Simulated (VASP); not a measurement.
# Na2Hg (P6_3/mmc) in VASP: relaxation of cell and atoms with PBE

Aim: the relaxation of cell and atoms of Na2Hg with PBE.

All numbers are computed with VASP 6.6.1; they aren't measurements. Logs are shortened: lines on timing, memory, paths and dates and some standing lists are left out, and cuts for length are marked.

### 1 The cell of the first run

The structure is hexagonal, space group P6_3/mmc (No. 194). The conventional cell has a = 5.415 Å, b = 5.415 Å, c = 6.769 Å, α = 90.00°, β = 90.00°, γ = 120.00°. Within 4.1 Å of Na (site symmetry -6m2) lie 5 Hg at 3.13 to 3.38 Å and 6 Na at 3.55 Å. Within 4.4 Å of Na (site symmetry -3m) lie 8 Na at 3.38 to 3.55 Å and 6 Hg at 3.55 Å. Hg (site symmetry -6m2) has 11 Na at 3.13 to 3.55 Å within 4.1 Å.

### 2 Relaxation of cell and atoms, PBE

The input, INCAR:

```
ALGO = Normal ; EDIFF = 1E-7
EDIFFG = -0.001 ; ENCUT = 500
GGA = PE ; GGA_COMPAT = False
IBRION = 2 ; ISIF = 3
ISMEAR = -1 ; LASPH = True
LCHARG = False ; LREAL = False
LWAVE = False ; NELM = 120
NELMIN = 4 ; NSW = 80
PREC = Accurate ; SIGMA = 0.15
```

The input, KPOINTS:

```
k-points
0
Gamma
  12 12 6
```

The input, POSCAR:

```
Na2Hg
1.0
    5.4149935056      0.0000000000      0.0000000000
   -2.7074967528      4.6895219372      0.0000000000
    0.0000000000      0.0000000000      6.7686161915
Na Hg
4 2
Direct
    0.3333333333      0.6666666667      0.2500000000
    0.6666666667      0.3333333333      0.7500000000
    0.0000000000      0.0000000000      0.0000000000
    0.0000000000      0.0000000000      0.5000000000
    0.3333333333      0.6666666667      0.7500000000
    0.6666666667      0.3333333333      0.2500000000
```

Potentials or basis: VASP PAW PBE potentials, release 64 (Na_pv, Hg).

Run with:

```sh
$ cat potpaw_PBE.64/Na_pv/POTCAR potpaw_PBE.64/Hg/POTCAR > POTCAR
$ mpirun -np 1 vasp_std > vasp.out
```

OUTCAR:

```text
EDIFF = 1E-7
   EDIFFG = -0.001
   ENCUT = 500
   GGA = PE
   IBRION = 2
   ISIF = 3
   ISMEAR = -1
   LASPH = True
   LREAL = False
   NELM = 120
   NELMIN = 4
   NSW = 80
   PREC = Accurate

 ion  position               nearest neighbor table
   1  0.333  0.667  0.250-   6 3.13   6 3.13   6 3.13
   2  0.667  0.333  0.750-   5 3.13   5 3.13   5 3.13
   3  0.000  0.000  0.000-
   4  0.000  0.000  0.500-
   5  0.333  0.667  0.750-   2 3.13   2 3.13   2 3.13
   6  0.667  0.333  0.250-   1 3.13   1 3.13   1 3.13

  LATTYP: Found a hexagonal cell.
 ALAT       =     5.4149935056
 C/A-ratio  =     1.2499767884

  Lattice vectors:

 A1 = (   5.4149935056,   0.0000000000,   0.0000000000)
 A2 = (  -2.7074967528,   4.6895219372,   0.0000000000)
 A3 = (   0.0000000000,   0.0000000000,   6.7686161915)

Analysis of symmetry for initial positions (statically):
=====================================================================
 Subroutine PRICEL returns:
 Original cell was already a primitive cell.

 Routine SETGRP: Setting up the symmetry group for a
 hexagonal supercell.

 Subroutine GETGRP returns: Found 24 space group operations
 (whereof 12 operations were pure point group operations)
 out of a pool of 24 trial point group operations.

The static configuration has the point symmetry D_3d.
 The point group associated with its full space group is D_6h.

Analysis of symmetry for dynamics (positions and initial velocities):
=====================================================================
 Subroutine PRICEL returns:
 Original cell was already a primitive cell.

 Routine SETGRP: Setting up the symmetry group for a
 hexagonal supercell.

 Subroutine GETGRP returns: Found 24 space group operations
 (whereof 12 operations were pure point group operations)
 out of a pool of 24 trial point group operations.

The dynamic configuration has the point symmetry D_3d.
 The point group associated with its full space group is D_6h.

 Subroutine INISYM returns: Found 24 space group operations
 (whereof 12 operations are pure point group operations),
 and found     1 'primitive' translations

----------------------------------------------------------------------------------------

                                     Primitive cell

  volume of cell :     171.8804

  direct lattice vectors                    reciprocal lattice vectors
     5.414993506  0.000000000  0.000000000     0.184672428  0.106620676  0.000000000
    -2.707496753  4.689521937  0.000000000     0.000000000  0.213241352  0.000000000
     0.000000000  0.000000000  6.768616191     0.000000000  0.000000000  0.147740686

  length of vectors
     5.414993506  5.414993506  6.768616191     0.213241352  0.213241352  0.147740686

  position of ions in fractional coordinates (direct lattice)
     0.333333333  0.666666667  0.250000000
     0.666666667  0.333333333  0.750000000
     0.000000000  0.000000000  0.000000000
     0.000000000  0.000000000  0.500000000
     0.333333333  0.666666667  0.750000000
     0.666666667  0.333333333  0.250000000

  ion indices of the primitive-cell ions
   primitive index   ion index
                 1           1
                 2           2
                 3           3
                 4           4
                 5           5
                 6           6

----------------------------------------------------------------------------------------

 KPOINTS: k-points

Automatic generation of k-mesh.
 Grid dimensions read from file:
 generate k-points for:   12   12    6

 Generating k-lattice:

  Cartesian coordinates                     Fractional coordinates (reciprocal lattice)
     0.015389369  0.008885056  0.000000000     0.083333333  0.000000000  0.000000000
     0.000000000  0.017770113  0.000000000     0.000000000  0.083333333  0.000000000
     0.000000000  0.000000000  0.024623448     0.000000000  0.000000000  0.166666667

  Length of vectors
     0.017770113  0.017770113  0.024623448

  Shift w.r.t. Gamma in fractional coordinates (k-lattice)
     0.000000000  0.000000000  0.000000000

 Subroutine IBZKPT returns following result:
 ===========================================

 Found     76 irreducible k-points:

 Following reciprocal coordinates:
            Coordinates               Weight
  0.000000  0.000000  0.000000      1.000000
  0.083333  0.000000  0.000000      6.000000
  0.166667 -0.000000  0.000000      6.000000
  0.250000  0.000000  0.000000      6.000000
  0.333333 -0.000000  0.000000      6.000000
  0.416667  0.000000  0.000000      6.000000
[... 16 lines left out ...]
  0.250000  0.000000  0.166667     12.000000
  0.333333 -0.000000  0.166667     12.000000
 [... further k-points ...]
   k-points           NKPTS =     76   k-points in BZ     NKDIM =     76   number of bands    NBANDS=     31
   number of dos      NEDOS =    301   number of ions     NIONS =      6
   total plane-waves  NPLWV =  80000
   dimension x,y,z NGX =    40 NGY =   40 NGZ =   50
   dimension x,y,z NGXF=    80 NGYF=   80 NGZF=  100
   ions per type =               4   2
   NGX,Y,Z   is equivalent  to a cutoff of  12.28, 12.28, 12.28 a.u.
   NGXF,Y,Z  is equivalent  to a cutoff of  24.56, 24.56, 24.56 a.u.
 SYSTEM =  unknown system
   PREC   = accura    normal or accurate (medium, high low for compatibility)
   ISTART =      0    job   : 0-new  1-cont  2-samecut
   ICHARG =      2    charge: 1-file 2-atom 10-const
   ISPIN  =      1    spin polarized calculation?
   LNONCOLLINEAR =      F non collinear calculations
   LSORBIT =      F    spin-orbit coupling
   LASPH  =      T    aspherical Exc in radial PAW
   ENCUT  =  500.0 eV  36.75 Ry    6.06 a.u.   9.87  9.87 12.34*2*pi/ulx,y,z
   NELM   =    120;   NELMIN=  4; NELMDL= -5     # of ELM steps
   EDIFF  = 0.1E-06   stopping-criterion for ELM
   LREAL  =      F    real-space projection
   EDIFFG = -.1E-02   stopping-criterion for IOM
   NSW    =     80    number of steps for IOM
   IBRION =      2    ionic relax: 0-MD 1-quasi-New 2-CG
   NFREE  =      1    steps in history (QN), initial steepest desc. (CG)
   ISIF   =      3    stress and relaxation
   ISYM   =      2    0-nonsym 1-usesym 2-fastsym
   POTIM  = 0.5000    time-step for ionic-motion
   TEBEG  =    0.0;   TEEND  =   0.0 temperature during run
   PSTRESS=    0.0 pullay stress
   NELECT =      52.0000    total number of electrons
   NUPDOWN=      -1.0000    fix difference up-down
   EMIN   =  10.00;   EMAX   =-10.00  energy-range for DOS
   EFERMI =   0.00;   METHOD = LEGACY
   ISMEAR =    -1;   SIGMA  =   0.15  broadening in eV -4-tet -1-fermi 0-gaus
   EFERMI_NEDOS =   21; number of points for ismear=-14 and -15
   IALGO  =     38    algorithm
   IMIX   =      4    mixing-type and parameters
     AMIX     =   0.40;   BMIX     =  1.00
     AMIX_MAG =   1.60;   BMIX_MAG =  1.00
  volume/ion in A,a.u.               =      28.65       193.32
  Fermi-wavevector in a.u.,A,eV,Ry     =   1.099007  2.076822 16.433341  1.207816
  Thomas-Fermi vector in A             =   2.235394
   LORBIT       =      0    0 simple, 1 ext, 2 COOP (PROOUT), +10 PAW based schemes
   GGA     = PE    functional components
   LHFCALC =     F    Hartree Fock is set to
   AEXX    =    0.0000 exact exchange contribution
   IVDW    =     0    specifies the selected vdW correction
   LEPSILON=     F    determine dielectric tensor
   LRPA    =     F    only Hartree local field effects (RPA)
 conjugate gradient relaxation of ions
 non-spin polarized calculation
  energy-cutoff  :      500.00
  volume of cell :      171.88
 maximum number of plane-waves:      4408
 NGX is ok and might be reduce to    40
   NGX = 19   NGY = 19   NGZ = 25

--------------------------------------- Ionic step        1  -------------------------------------------

 number of electron      51.9999964 magnetization

 Free energy of the ion-electron system (eV)
  ---------------------------------------------------
  ext. energy  EPLUGINS =         0.00000000
  ---------------------------------------------------
  free energy    TOTEN  =        -6.84719860 eV

  energy without entropy =       -6.66077809  energy(sigma->0) =       -6.75398834

------------------------ aborting loop because EDIFF is reached ----------------------------------------

  FORCE on cell =-STRESS in cart. coord.  units (eV):
  Direction    XX          YY          ZZ          XY          YZ          ZX
  --------------------------------------------------------------------------------------
  -------------------------------------------------------------------------------------
  Total        0.0478939      0.0478939     -0.0699227      0.0000000     -0.0000000      0.0000000
  in kB        0.4464411      0.4464411     -0.6517821      0.0000000     -0.0000000      0.0000000
  external PRESSURE =       0.0803667 kB  Pullay stress =       0.0000000 kB
[... 225 lines left out ...]
  energy  without entropy=       -6.6605464187  energy(sigma->0) =       -6.75397842

--------------------------------------- Ionic step        7  -------------------------------------------

 number of electron      51.9999963 magnetization

 Free energy of the ion-electron system (eV)
  ---------------------------------------------------
  ext. energy  EPLUGINS =         0.00000000
  ---------------------------------------------------
  free energy    TOTEN  =        -6.84741238 eV

  energy without entropy =       -6.66058493  energy(sigma->0) =       -6.75399866

 E-fermi :   1.2718     XC(G=0):  -8.0400

 val. band max:        1.2684150156   @ k =   0.3333   0.0833   0.0000
 cond. band min:       1.2742009260   @ k =   0.3333   0.2500   0.0000
 fundamental gap:      0.0057859104
 Fermi energy:         1.2718308378

 k-point     1 :       0.0000    0.0000    0.0000
  band No.  band energies     occupation
      1     -23.4873      2.00000
      2     -23.4424      2.00000
      3     -23.4424      2.00000
      4     -23.4353      2.00000
      5     -23.4353      2.00000
      6     -23.4350      2.00000
[... 805 lines left out ...]
     30       3.7391      0.00000
     31       4.4739      0.00000

 [... further k-points ...]

------------------------ aborting loop because EDIFF is reached ----------------------------------------

  FORCE on cell =-STRESS in cart. coord.  units (eV):
  Direction    XX          YY          ZZ          XY          YZ          ZX
  --------------------------------------------------------------------------------------
  -------------------------------------------------------------------------------------
  Total        0.0009188      0.0009188     -0.0003569     -0.0000000      0.0000000      0.0000000
  in kB        0.0085665      0.0085665     -0.0033270     -0.0000000      0.0000000      0.0000000
  external PRESSURE =       0.0046020 kB  Pullay stress =       0.0000000 kB
[... 21 lines left out ...]
  FREE ENERGIE OF THE ION-ELECTRON SYSTEM (eV)
  ---------------------------------------------------
  free  energy   TOTEN  =        -6.8474123814 eV

  energy  without entropy=       -6.6605849296  energy(sigma->0) =       -6.75399866

 reached required accuracy - stopping structural energy minimisation
```

Run time: 27 min. Hardware: 1 thread of Oxide Virtual Turin-like, shared host; peak memory 0.46 GiB.

Results:

| Property | Result |
| --- | --- |
| Free energy | -6.8474 eV |
| Relaxed volume | 28.64 Å³/atom |
| Relaxed cell | a = 5.424 Å, b = 5.424 Å, c = 6.744 Å, α = 90.00°, β = 90.00°, γ = 120.00° |
| Space group after relaxing (to 0.1 Å) | P6_3/mmc (No. 194) |
| Energy gained by relaxing | 0.0 meV/atom |
| Ionic steps | 7 |
| Pressure after relaxing | 0.0 GPa |
| Band gap on the k mesh | zero (bands 26 and 27 overlap by 2.66 eV) |

The path:
```tsv
step	energy change (eV)	largest force (eV/Å)	pressure (GPa)	volume (Å³)
1	0.0000	0.0000	0.01	171.88
2	-0.0001	0.0000	0.00	171.92
3	-0.0002	0.0000	-0.01	172.00
4	-0.0001	0.0000	-0.03	172.17
5	-0.0002	0.0000	-0.02	172.06
6	-0.0002	0.0000	-0.01	171.94
7	-0.0002	0.0000	0.00	171.85
```

Final structure:
```
CELL_PARAMETERS angstrom
5.42434 0.00000 0.00000
-2.71217 4.69761 0.00000
0.00000 0.00000 6.74412
ATOMIC_POSITIONS crystal
Na 0.33333 0.66667 0.25000
Na 0.66667 0.33333 0.75000
Na 0.00000 0.00000 0.00000
Na 0.00000 0.00000 0.50000
Hg 0.33333 0.66667 0.75000
Hg 0.66667 0.33333 0.25000
```

Caveat: spin-orbit coupling is left out, which moves the levels of the heavy elements.
